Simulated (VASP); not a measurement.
Here is a VASP 6.6.1 calculation.

File INCAR:

```
SYSTEM = Cd
PREC = Accurate
ENCUT = 520
EDIFF = 1E-7
ISMEAR = -1
SIGMA = 0.1
LREAL = .FALSE.
LASPH = .TRUE.
NELM = 60
ALGO = Normal
ISIF = 2
LWAVE = .FALSE.
LCHARG = .TRUE.
GGA = PE
LELF = .TRUE.
LVHAR = .TRUE.
NBANDS = 12
```

The input KPOINTS:

```
regular mesh
0
G
  14 14 13
  0 0 0
```

File POSCAR:

```
Cd
1.0
    2.6039156063      0.0000000000      0.0000000000
   -1.3019578032      2.2550570644      0.0000000000
    0.0000000000      0.0000000000      2.5801128107
Cd
1
Direct
    0.0000000000      0.0000000000      0.0000000000
```

Potentials or basis: VASP PAW PBE potentials, release 64 (Cd).

The run is started by

```bash
$ cat potpaw_PBE.64/Cd/POTCAR > POTCAR
$ mpirun -np 1 vasp_std > vasp.out
```

Estimate the pressure.

75.8 GPa.

Predict the band gap on the k mesh.

zero (band 6 reaches 10.04 eV, above the bottom of band 7 at 3.68 eV).

Stress tensor (GPa, compression positive):
```
75.98  0.00  0.00
 0.00 75.98  0.00
 0.00  0.00 75.46
```
